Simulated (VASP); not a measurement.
# Cd (P6_3/mmc) in VASP: notebook, part 2 of 2

VASP 6.6.1. The steps go on from the part before.

## (3) Single point, PBE (24.62 Å³/atom)

This run uses another cell than the first one, of 24.62 Å³/atom.

Contents of INCAR:

```
PREC = Accurate ; ENCUT = 520
EDIFF = 1E-7 ; ISMEAR = -1
SIGMA = 0.1 ; LREAL = F
LASPH = T ; NELM = 80
ALGO = Normal ; ISIF = 2
LWAVE = F ; LCHARG = F
GGA = PE ; NBANDS = 32
```

Contents of KPOINTS:

```
regular mesh
0
Gamma
  15 15 4
```

Contents of POSCAR:

```
Cd
1.0
    3.2893454051      0.0000000000      0.0000000000
   -1.6446727025      2.8486566827      0.0000000000
    0.0000000000      0.0000000000     10.5096852384
Cd
4
Direct
    0.0000000000      1.0000000000      0.0000000000
    0.0000000000      0.0000000000      0.5000000000
    0.3333333333      0.6666666667      0.2500000000
    0.6666666667      0.3333333333      0.7500000000
```

Potentials or basis: VASP PAW PBE potentials, release 64 (Cd).

Started as:

```
> cat potpaw_PBE.64/Cd/POTCAR > POTCAR
> mpirun -np 1 vasp_std > vasp.out
```

OUTCAR:

```text
PREC = Accurate
   ENCUT = 520
   EDIFF = 1E-7
   ISMEAR = -1
   LREAL = F
   LASPH = T
   NELM = 80
   ISIF = 2
   GGA = PE

 ion  position               nearest neighbor table
   1  0.000  0.000  0.000-   3 3.24   4 3.24   4 3.24   3 3.24   4 3.24   3 3.24
   2  0.000  0.000  0.500-   3 3.24   4 3.24   4 3.24   3 3.24   4 3.24   3 3.24
   3  0.333  0.667  0.250-   1 3.24   2 3.24   1 3.24   2 3.24   1 3.24   2 3.24
   4  0.667  0.333  0.750-   1 3.24   2 3.24   1 3.24   2 3.24   1 3.24   2 3.24

  LATTYP: Found a hexagonal cell.
 ALAT       =     3.2893454051
 C/A-ratio  =     3.1950689101

  Lattice vectors:

 A1 = (   3.2893454051,   0.0000000000,   0.0000000000)
 A2 = (  -1.6446727025,   2.8486566827,   0.0000000000)
 A3 = (   0.0000000000,   0.0000000000,  10.5096852384)

Analysis of symmetry for initial positions (statically):
=====================================================================
 Subroutine PRICEL returns:
 Original cell was already a primitive cell.

 Routine SETGRP: Setting up the symmetry group for a
 hexagonal supercell.

[... 169 lines left out ...]
  energy without entropy =       -2.85586290  energy(sigma->0) =       -2.88039508

 E-fermi :   2.0570     XC(G=0): -10.3644

 val. band max:        2.0177540191   @ k =   0.4000   0.2000   0.0000
 cond. band min:       2.0684501618   @ k =   0.2000   0.1333   0.0000
 fundamental gap:      0.0506961427
 Fermi energy:         2.0570162655

 k-point     1 :       0.0000    0.0000    0.0000
  band No.  band energies     occupation
      1      -7.1699      2.00000
      2      -6.9731      2.00000
      3      -6.9516      2.00000
      4      -6.8382      2.00000
      5      -6.8382      2.00000
      6      -6.8334      2.00000
[... 829 lines left out ...]
     31       6.0478      0.00000
     32       6.3071      0.00000

 [... further k-points ...]

------------------------ aborting loop because EDIFF is reached ----------------------------------------

  FORCE on cell =-STRESS in cart. coord.  units (eV):
  Direction    XX          YY          ZZ          XY          YZ          ZX
  --------------------------------------------------------------------------------------
  -------------------------------------------------------------------------------------
  Total       -1.3771820     -1.3771820     -1.5290549     -0.0000000      0.0000000      0.0000000
  in kB      -22.4059122    -22.4059122    -24.8767913     -0.0000000      0.0000000      0.0000000
  external PRESSURE =     -23.2295385 kB  Pullay stress =       0.0000000 kB

 VOLUME and BASIS-vectors are now :
 -----------------------------------------------------------------------------
  energy-cutoff  :      520.00
  volume of cell :       98.48
      direct lattice vectors                 reciprocal lattice vectors
     3.289345405  0.000000000  0.000000000     0.304011856  0.175521327  0.000000000
    -1.644672703  2.848656683  0.000000000     0.000000000  0.351042653  0.000000000
     0.000000000  0.000000000 10.509685238     0.000000000  0.000000000  0.095150328

 POSITION                                       TOTAL-FORCE (eV/Angst)
 -----------------------------------------------------------------------------------
      0.00000      0.00000      0.00000         0.000000      0.000000      0.000000
      0.00000      0.00000      5.25484         0.000000      0.000000      0.000000
     -0.00000      1.89910      2.62742        -0.000000     -0.000000     -0.000000
      1.64467      0.94955      7.88226         0.000000      0.000000     -0.000000
 -----------------------------------------------------------------------------------
    total drift:                               -0.000000      0.000000     -0.000000

  FREE ENERGIE OF THE ION-ELECTRON SYSTEM (eV)
  ---------------------------------------------------
  free  energy   TOTEN  =        -2.9049272584 eV

  energy  without entropy=       -2.8558629046  energy(sigma->0) =       -2.88039508
```

OSZICAR:

```text
N       E                     dE             d eps       ncg     rms          rms(c)
DAV:   1     0.382986548222E+03    0.38299E+03   -0.25309E+04  5224   0.148E+03
DAV:   2     0.793666752988E+01   -0.37505E+03   -0.35802E+03  5472   0.397E+02
DAV:   3    -0.300134913686E+01   -0.10938E+02   -0.10865E+02  5992   0.773E+01
DAV:   4    -0.303138137741E+01   -0.30032E-01   -0.30027E-01  5480   0.370E+00
DAV:   5    -0.303146992546E+01   -0.88548E-04   -0.88548E-04  6120   0.185E-01    0.453E+00
DAV:   6    -0.290519341867E+01    0.12628E+00   -0.39621E-01  5536   0.547E+00    0.387E+00
DAV:   7    -0.290274907218E+01    0.24443E-02   -0.40270E-02  5616   0.137E+00    0.201E+00
DAV:   8    -0.290472827025E+01   -0.19792E-02   -0.58223E-03  5536   0.745E-01    0.114E-01
DAV:   9    -0.290484514486E+01   -0.11687E-03   -0.45235E-05  6040   0.480E-02    0.438E-02
DAV:  10    -0.290492768481E+01   -0.82540E-04   -0.75795E-05  5464   0.725E-02    0.568E-03
DAV:  11    -0.290492751936E+01    0.16545E-06   -0.12609E-07  4656   0.295E-03    0.245E-03
DAV:  12    -0.290492731049E+01    0.20887E-06   -0.10485E-07  3920   0.220E-03    0.557E-04
DAV:  13    -0.290492725841E+01    0.52079E-07   -0.81485E-09  3048   0.831E-04
   1 F= -.29049273E+01 E0= -.28803951E+01  d E =-.490644E-01
```

stdout:

```text
POSCAR found type information on POSCAR Cd
 POSCAR found :  1 types and       4 ions
 scaLAPACK will be used
 LDA part: xc-table for (Slater+PW92), standard interpolation
 POSCAR, INCAR and KPOINTS ok, starting setup
 FFT: planning ... GRIDC
 FFT: planning ... GRID_SOFT
 FFT: planning ... GRID
 WAVECAR not read
 entering main loop
```

It used 130 s of CPU time on 1 thread of Intel(R) Xeon(R) Platinum 8488C (Sapphire Rapids), on a shared host.

What came out:

```
Free energy            : -2.9049 eV
Pressure               : -2.3 GPa
Band gap on the k mesh : zero (bands 24 and 25 overlap by 2.41 eV)
```

Stress tensor (GPa, compression positive):
```
-2.24  0.00  0.00
 0.00 -2.24  0.00
 0.00  0.00 -2.49
```

## (4) Single point, PBE (25.53 Å³/atom)

This run uses another cell than the first one, of 25.53 Å³/atom.

Contents of INCAR:

```
SYSTEM = Cd
PREC = Accurate
ENCUT = 520
EDIFF = 1E-6
ISMEAR = -1
SIGMA = 0.1
LREAL = .False.
LASPH = .True.
NELM = 60
ALGO = Normal
ISIF = 2
LWAVE = .False.
LCHARG = .False.
GGA = PE
NBANDS = 32
```

Contents of KPOINTS:

```
Automatic mesh
0
Gamma
  15 15 4
  0 0 0
```

Contents of POSCAR:

```
Cd
1.0
    3.3294633273      0.0000000000      0.0000000000
   -1.6647316636      2.8833998224      0.0000000000
    0.0000000000      0.0000000000     10.6378647643
Cd
4
Direct
    0.0000000000      1.0000000000      0.0000000000
    0.0000000000      0.0000000000      0.5000000000
    0.3333333333      0.6666666667      0.2500000000
    0.6666666667      0.3333333333      0.7500000000
```

Started as:

```
> cat potpaw_PBE.64/Cd/POTCAR > POTCAR
> mpirun -np 1 vasp_std > vasp.out
```

It used 160 s of CPU time on 1 thread of Intel(R) Xeon(R) Platinum 8488C (Sapphire Rapids), with other jobs on the host.

Results (log left out):

- Free energy: -2.8427 eV
- Pressure: -3.1 GPa
- Band gap on the k mesh: zero (bands 24 and 25 overlap by 2.36 eV)

Stress tensor (GPa, compression positive):
```
-3.02  0.00  0.00
 0.00 -3.02  0.00
 0.00  0.00 -3.30
```

Levels at points of the mesh, in eV from the Fermi level:
| k point | band 20 | band 21 | band 22 | band 23 | band 24 | band 25 | band 26 | band 27 | band 28 | band 29 |
| --- | --- | --- | --- | --- | --- | --- | --- | --- | --- | --- |
| (0.00, 0.00, 0.00) | -8.22 | -7.72 | -6.18 | -6.17 | -1.66 | -1.30 | 5.94 | 5.94 | 10.83 | 10.83 |
| (0.00, 0.00, 0.50) | -8.27 | -7.35 | -7.35 | -4.20 | -4.20 | 1.93 | 1.93 | 10.40 | 10.40 | 11.11 |

Caveat: the cell stands under tension.

## (5) Overview

```csv
cell,gap on the mesh (eV),pressure (GPa)
"a = 3.248, b = 3.248, c = 10.378 Å, angles 90.0, 90.0, 120.0°, 4 atoms",none,-1.2
"a = 3.289, b = 3.289, c = 10.510 Å, angles 90.0, 90.0, 120.0°, 4 atoms",none,-2.3
"a = 3.329, b = 3.329, c = 10.638 Å, angles 90.0, 90.0, 120.0°, 4 atoms",none,-3.1
```

Alike in all rows: task single point; level PBE; potentials or basis VASP PAW PBE potentials, release 64 (Cd); no spin polarisation; k mesh 15 × 15 × 4; cutoff (eV) 520; smearing fermi-dirac 0.1 eV.

Caveats: the cell stands under tension (at least some runs).

Total energies depend on the potentials used, so only differences within one code and one set of settings carry meaning.
